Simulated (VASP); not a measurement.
# BAs (F-43m) in VASP: single point with LDA

Aim: the single point of BAs with LDA.

All numbers are computed with VASP 6.6.1; they aren't measurements. Logs are shortened: lines on timing, memory, paths and dates and some standing lists are left out, and cuts for length are marked.

## Step 1: The cell of the first run

The structure is cubic, space group F-43m (No. 216). Conventional cell: a = 4.732 Å, b = 4.732 Å, c = 4.732 Å, α = 90.00°, β = 90.00°, γ = 90.00°. B (site symmetry -43m) has 4 As at 2.05 Å within 2.7 Å. As (site symmetry -43m) has 4 B at 2.05 Å within 2.7 Å.

## Step 2: Single point, LDA

The input, INCAR:

```
PREC = Accurate
ENCUT = 560
EDIFF = 1E-6
ISMEAR = 0
SIGMA = 0.02
LREAL = False
LASPH = True
NELM = 120
ALGO = Normal
ISIF = 2
LWAVE = False
LCHARG = False
NBANDS = 16
GGA_COMPAT = False
```

The input, KPOINTS:

```
Automatic mesh
0
Gamma
  10 10 10
```

The input, POSCAR:

```
BAs
1.0
    0.0000000000      2.3659693696      2.3659693696
    2.3659693696      0.0000000000      2.3659693696
    2.3659693696      2.3659693696      0.0000000000
B As
1 1
Direct
    0.0000000000      0.0000000000      0.0000000000
    0.2500000000      0.2500000000      0.2500000000
```

Potentials or basis: VASP PAW LDA potentials, release 64 (B, As_d).

The run is started by

```bash
> cat potpaw_LDA.64/B/POTCAR potpaw_LDA.64/As_d/POTCAR > POTCAR
> mpirun -np 1 vasp_std > vasp.out
```

OUTCAR:

```text
PREC = Accurate
   ENCUT = 560
   EDIFF = 1E-6
   ISMEAR = 0
   LREAL = False
   LASPH = True
   NELM = 120
   ISIF = 2

 ion  position               nearest neighbor table
   1  0.000  0.000  0.000-   2 2.05   2 2.05   2 2.05   2 2.05
   2  0.250  0.250  0.250-   1 2.05   1 2.05   1 2.05   1 2.05

  LATTYP: Found a face centered cubic cell.
 ALAT       =     4.7319387392

  Lattice vectors:

 A1 = (   0.0000000000,   2.3659693696,   2.3659693696)
 A2 = (   2.3659693696,   0.0000000000,   2.3659693696)
 A3 = (   2.3659693696,   2.3659693696,   0.0000000000)

Analysis of symmetry for initial positions (statically):
=====================================================================
 Subroutine PRICEL returns:
 Original cell was already a primitive cell.

 Routine SETGRP: Setting up the symmetry group for a
 face centered cubic supercell.

 Subroutine GETGRP returns: Found 24 space group operations
 (whereof 24 operations were pure point group operations)
 out of a pool of 48 trial point group operations.

The static configuration has the point symmetry T_d .

Analysis of symmetry for dynamics (positions and initial velocities):
=====================================================================
 Subroutine PRICEL returns:
 Original cell was already a primitive cell.

 Routine SETGRP: Setting up the symmetry group for a
 face centered cubic supercell.

 Subroutine GETGRP returns: Found 24 space group operations
 (whereof 24 operations were pure point group operations)
 out of a pool of 48 trial point group operations.

The dynamic configuration has the point symmetry T_d .

 Subroutine INISYM returns: Found 24 space group operations
 (whereof 24 operations are pure point group operations),
 and found     1 'primitive' translations

----------------------------------------------------------------------------------------

                                     Primitive cell

  volume of cell :      26.4885

  direct lattice vectors                    reciprocal lattice vectors
     0.000000000  2.365969370  2.365969370    -0.211329870  0.211329870  0.211329870
     2.365969370  0.000000000  2.365969370     0.211329870 -0.211329870  0.211329870
     2.365969370  2.365969370  0.000000000     0.211329870  0.211329870 -0.211329870

  length of vectors
     3.345985971  3.345985971  3.345985971     0.366034073  0.366034073  0.366034073

  position of ions in fractional coordinates (direct lattice)
     0.000000000  0.000000000  0.000000000
     0.250000000  0.250000000  0.250000000

  ion indices of the primitive-cell ions
   primitive index   ion index
                 1           1
                 2           2

----------------------------------------------------------------------------------------

 KPOINTS: Automatic mesh

Automatic generation of k-mesh.
 Grid dimensions read from file:
 generate k-points for:   10   10   10

 Generating k-lattice:

  Cartesian coordinates                     Fractional coordinates (reciprocal lattice)
    -0.021132987  0.021132987  0.021132987     0.100000000  0.000000000  0.000000000
     0.021132987 -0.021132987  0.021132987     0.000000000  0.100000000  0.000000000
     0.021132987  0.021132987 -0.021132987     0.000000000  0.000000000  0.100000000

  Length of vectors
     0.036603407  0.036603407  0.036603407

  Shift w.r.t. Gamma in fractional coordinates (k-lattice)
     0.000000000  0.000000000  0.000000000

 Subroutine IBZKPT returns following result:
 ===========================================

 Found     47 irreducible k-points:

 Following reciprocal coordinates:
            Coordinates               Weight
  0.000000  0.000000  0.000000      1.000000
  0.100000  0.000000  0.000000      8.000000
  0.200000  0.000000  0.000000      8.000000
  0.300000  0.000000  0.000000      8.000000
  0.400000  0.000000  0.000000      8.000000
  0.500000  0.000000  0.000000      4.000000
[... 16 lines left out ...]
  0.300000  0.300000  0.000000      6.000000
  0.400000  0.300000  0.000000     24.000000
 [... further k-points ...]
   k-points           NKPTS =     47   k-points in BZ     NKDIM =     47   number of bands    NBANDS=     16
   number of dos      NEDOS =    301   number of ions     NIONS =      2
   total plane-waves  NPLWV =  21952
   dimension x,y,z NGX =    28 NGY =   28 NGZ =   28
   dimension x,y,z NGXF=    56 NGYF=   56 NGZF=   56
   ions per type =               1   1
   NGX,Y,Z   is equivalent  to a cutoff of  13.91, 13.91, 13.91 a.u.
   NGXF,Y,Z  is equivalent  to a cutoff of  27.82, 27.82, 27.82 a.u.
 SYSTEM =  unknown system
   PREC   = accura    normal or accurate (medium, high low for compatibility)
   ISTART =      0    job   : 0-new  1-cont  2-samecut
   ICHARG =      2    charge: 1-file 2-atom 10-const
   ISPIN  =      1    spin polarized calculation?
   LNONCOLLINEAR =      F non collinear calculations
   LSORBIT =      F    spin-orbit coupling
   LASPH  =      T    aspherical Exc in radial PAW
   ENCUT  =  560.0 eV  41.16 Ry    6.42 a.u.   6.46  6.46  6.46*2*pi/ulx,y,z
   NELM   =    120;   NELMIN=  2; NELMDL= -5     # of ELM steps
   EDIFF  = 0.1E-05   stopping-criterion for ELM
   LREAL  =      F    real-space projection
   EDIFFG = 0.1E-04   stopping-criterion for IOM
   NSW    =      0    number of steps for IOM
   IBRION =     -1    ionic relax: 0-MD 1-quasi-New 2-CG
   NFREE  =      0    steps in history (QN), initial steepest desc. (CG)
   ISIF   =      2    stress and relaxation
   ISYM   =      2    0-nonsym 1-usesym 2-fastsym
   POTIM  = 0.5000    time-step for ionic-motion
   TEBEG  =    0.0;   TEEND  =   0.0 temperature during run
   PSTRESS=    0.0 pullay stress
   NELECT =      18.0000    total number of electrons
   NUPDOWN=      -1.0000    fix difference up-down
   EMIN   =  10.00;   EMAX   =-10.00  energy-range for DOS
   EFERMI =   0.00;   METHOD = LEGACY
   ISMEAR =     0;   SIGMA  =   0.02  broadening in eV -4-tet -1-fermi 0-gaus
   EFERMI_NEDOS =   21; number of points for ismear=-14 and -15
   IALGO  =     38    algorithm
   IMIX   =      4    mixing-type and parameters
     AMIX     =   0.40;   BMIX     =  1.00
     AMIX_MAG =   1.60;   BMIX_MAG =  1.00
  volume/ion in A,a.u.               =      13.24        89.38
  Fermi-wavevector in a.u.,A,eV,Ry     =   1.439284  2.719853 28.184998  2.071539
  Thomas-Fermi vector in A             =   2.558157
   LORBIT       =      0    0 simple, 1 ext, 2 COOP (PROOUT), +10 PAW based schemes
   GGA     = CA    functional components
   LHFCALC =     F    Hartree Fock is set to
   AEXX    =    0.0000 exact exchange contribution
   IVDW    =     0    specifies the selected vdW correction
   LEPSILON=     F    determine dielectric tensor
   LRPA    =     F    only Hartree local field effects (RPA)
 non-spin polarized calculation
 Gauss-broadening in eV      SIGMA  =   0.02
  energy-cutoff  :      560.00
  volume of cell :       26.49
 maximum number of plane-waves:       821
 NGX is ok and might be reduce to    28
   NGX = 13   NGY = 13   NGZ = 13

 number of electron      18.0000004 magnetization

 Free energy of the ion-electron system (eV)
  ---------------------------------------------------
  ext. energy  EPLUGINS =         0.00000000
  ---------------------------------------------------
  free energy    TOTEN  =       -12.94237198 eV

  energy without entropy =      -12.94237198  energy(sigma->0) =      -12.94237198

 E-fermi :   5.2212     XC(G=0): -11.5742

 val. band max:        5.0930467361   @ k =   0.0000   0.0000   0.0000
 cond. band min:       6.1945410310   @ k =   0.4000   0.4000   0.0000
 fundamental gap:      1.1014942949
 Fermi energy:         5.2212116799

 k-point     1 :       0.0000    0.0000    0.0000
  band No.  band energies     occupation
      1     -30.8255      2.00000
      2     -30.8255      2.00000
      3     -30.8255      2.00000
      4     -30.7985      2.00000
      5     -30.7985      2.00000
      6     -10.5444      2.00000
[... 8 lines left out ...]
     15      18.4768      0.00000
     16      18.4768      0.00000

 k-point     2 :       0.1000    0.0000    0.0000
  band No.  band energies     occupation
      1     -30.8252      2.00000
      2     -30.8247      2.00000
      3     -30.8247      2.00000
      4     -30.7984      2.00000
      5     -30.7984      2.00000
      6     -10.3764      2.00000
[... 8 lines left out ...]
     15      17.2200      0.00000
     16      17.2200      0.00000

 k-point     3 :       0.2000    0.0000    0.0000
  band No.  band energies     occupation
      1     -30.8242      2.00000
      2     -30.8226      2.00000
      3     -30.8226      2.00000
      4     -30.7981      2.00000
      5     -30.7981      2.00000
      6      -9.8807      2.00000
[... 8 lines left out ...]
     15      16.4466      0.00000
     16      16.4466      0.00000

 k-point     4 :       0.3000    0.0000    0.0000
  band No.  band energies     occupation
      1     -30.8231      2.00000
      2     -30.8205      2.00000
      3     -30.8205      2.00000
      4     -30.7973      2.00000
      5     -30.7973      2.00000
      6      -9.0926      2.00000
[... 8 lines left out ...]
     15      16.9085      0.00000
     16      16.9085      0.00000

 k-point     5 :       0.4000    0.0000    0.0000
  band No.  band energies     occupation
      1     -30.8222      2.00000
      2     -30.8192      2.00000
      3     -30.8192      2.00000
      4     -30.7963      2.00000
      5     -30.7963      2.00000
      6      -8.1446      2.00000
[... 8 lines left out ...]
     15      18.4828      0.00000
     16      18.4828      0.00000

 k-point     6 :       0.5000    0.0000    0.0000
  band No.  band energies     occupation
      1     -30.8218      2.00000
      2     -30.8188      2.00000
      3     -30.8188      2.00000
      4     -30.7958      2.00000
      5     -30.7958      2.00000
      6      -7.5852      2.00000
[... 8 lines left out ...]
     15      19.9288      0.00000
     16      19.9288      0.00000

 k-point     7 :       0.1000    0.1000    0.0000
  band No.  band energies     occupation
      1     -30.8261      2.00000
      2     -30.8238      2.00000
      3     -30.8238      2.00000
      4     -30.7990      2.00000
      5     -30.7978      2.00000
      6     -10.3203      2.00000
[... 8 lines left out ...]
     15      15.8809      0.00000
     16      18.7273      0.00000

 k-point     8 :       0.2000    0.1000    0.0000
  band No.  band energies     occupation
      1     -30.8259      2.00000
      2     -30.8219      2.00000
      3     -30.8217      2.00000
      4     -30.7994      2.00000
      5     -30.7971      2.00000
      6      -9.9330      2.00000
[... 8 lines left out ...]
     15      16.6952      0.00000
     16      18.0647      0.00000

 k-point     9 :       0.3000    0.1000    0.0000
  band No.  band energies     occupation
      1     -30.8247      2.00000
      2     -30.8199      2.00000
      3     -30.8195      2.00000
      4     -30.7992      2.00000
      5     -30.7963      2.00000
      6      -9.2382      2.00000
[... 8 lines left out ...]
     15      17.3735      0.00000
     16      18.1307      0.00000
[... 172 lines left out ...]
 k-point    19 :       0.5000    0.2000    0.0000
  band No.  band energies     occupation
      1     -30.8237      2.00000
      2     -30.8159      2.00000
      3     -30.8145      2.00000
      4     -30.7995      2.00000
      5     -30.7948      2.00000
      6      -7.3406      2.00000
[... 8 lines left out ...]
     15      20.1759      0.00000
     16      20.2229      0.00000

 k-point    20 :      -0.4000    0.2000    0.0000
  band No.  band energies     occupation
      1     -30.8217      2.00000
      2     -30.8172      2.00000
      3     -30.8150      2.00000
      4     -30.7979      2.00000
      5     -30.7962      2.00000
      6      -7.1632      2.00000
[... 8 lines left out ...]
     15      17.8783      0.00000
     16      20.2669      0.00000

 k-point    21 :      -0.3000    0.2000    0.0000
  band No.  band energies     occupation
      1     -30.8211      2.00000
      2     -30.8186      2.00000
      3     -30.8166      2.00000
      4     -30.7980      2.00000
      5     -30.7967      2.00000
      6      -7.9309      2.00000
[... 8 lines left out ...]
     15      17.2792      0.00000
     16      20.5787      0.00000

 k-point    22 :      -0.2000    0.2000    0.0000
  band No.  band energies     occupation
      1     -30.8226      2.00000
      2     -30.8192      2.00000
      3     -30.8191      2.00000
      4     -30.7990      2.00000
      5     -30.7964      2.00000
      6      -8.8237      2.00000
[... 8 lines left out ...]
     15      17.7724      0.00000
     16      19.4399      0.00000

 k-point    23 :       0.3000    0.3000    0.0000
  band No.  band energies     occupation
      1     -30.8293      2.00000
      2     -30.8139      2.00000
      3     -30.8139      2.00000
      4     -30.8028      2.00000
      5     -30.7941      2.00000
      6      -8.5849      2.00000
[... 8 lines left out ...]
     15      20.2672      0.00000
     16      20.7363      0.00000

 k-point    24 :       0.4000    0.3000    0.0000
  band No.  band energies     occupation
      1     -30.8290      2.00000
      2     -30.8120      2.00000
      3     -30.8118      2.00000
      4     -30.8032      2.00000
      5     -30.7933      2.00000
      6      -7.8398      2.00000
[... 8 lines left out ...]
     15      21.1062      0.00000
     16      21.4925      0.00000

 [... further k-points ...]
[... 5 lines left out ...]
  --------------------------------------------------------------------------------------
  -------------------------------------------------------------------------------------
  Total        0.1771208      0.1771208      0.1771208     -0.0000000     -0.0000000     -0.0000000
  in kB       10.7132875     10.7132875     10.7132875     -0.0000000     -0.0000000     -0.0000000
  external PRESSURE =      10.7132875 kB  Pullay stress =       0.0000000 kB

 VOLUME and BASIS-vectors are now :
 -----------------------------------------------------------------------------
  energy-cutoff  :      560.00
  volume of cell :       26.49
      direct lattice vectors                 reciprocal lattice vectors
     0.000000000  2.365969370  2.365969370    -0.211329870  0.211329870  0.211329870
     2.365969370  0.000000000  2.365969370     0.211329870 -0.211329870  0.211329870
     2.365969370  2.365969370  0.000000000     0.211329870  0.211329870 -0.211329870

 POSITION                                       TOTAL-FORCE (eV/Angst)
 -----------------------------------------------------------------------------------
      0.00000      0.00000      0.00000         0.000000     -0.000000     -0.000000
      1.18298      1.18298      1.18298        -0.000000      0.000000      0.000000
 -----------------------------------------------------------------------------------
    total drift:                                0.000001      0.000001      0.000001

  FREE ENERGIE OF THE ION-ELECTRON SYSTEM (eV)
  ---------------------------------------------------
  free  energy   TOTEN  =       -12.9423719755 eV

  energy  without entropy=      -12.9423719755  energy(sigma->0) =      -12.94237198
```

It took 17 s on 1 thread of Intel Xeon Platinum 8259CL at 2.50GHz (Skylake/Cascade Lake), shared host; peak memory 0.15 GiB.

Results:

| Property | Result |
| --- | --- |
| Free energy | -12.9424 eV |
| Pressure | 1.1 GPa |
| Band gap on the k mesh | 1.10 eV (least direct gap 3.29 eV) |
